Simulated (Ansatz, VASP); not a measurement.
## Two plane-wave programs on GaP

```xyz
2
Lattice="0.0000 2.7254 2.7254 2.7254 0.0000 2.7254 2.7254 2.7254 0.0000" Properties=species:S:1:pos:R:3 pbc="T T T"
Ga    0.0000    0.0000    0.0000
P     1.3627    1.3627    1.3627
```

Alike in both runs: task single point; functional r2SCAN; k mesh 8 × 8 × 8; non-collinear spin, spin-orbit coupling.

|  | VASP | Ansatz |
| --- | --- | --- |
| version | VASP 6.6.1 | Ansatz 0.2.0 |
| potentials or method | VASP PAW PBE potentials, release 64 (Ga_d, P) | plane waves, PAW |
| plane-wave cutoff (eV) | 520 | 500 |
| occupations | gaussian, width 0.01 eV | fixed |
| valence electrons in the cell | 18 | 18 |

```tsv
	VASP	Ansatz	Ansatz less VASP
pressure (GPa)	-0.1	0.0	+0.07
```

VASP's potentials were made for PBE, not for r2SCAN.
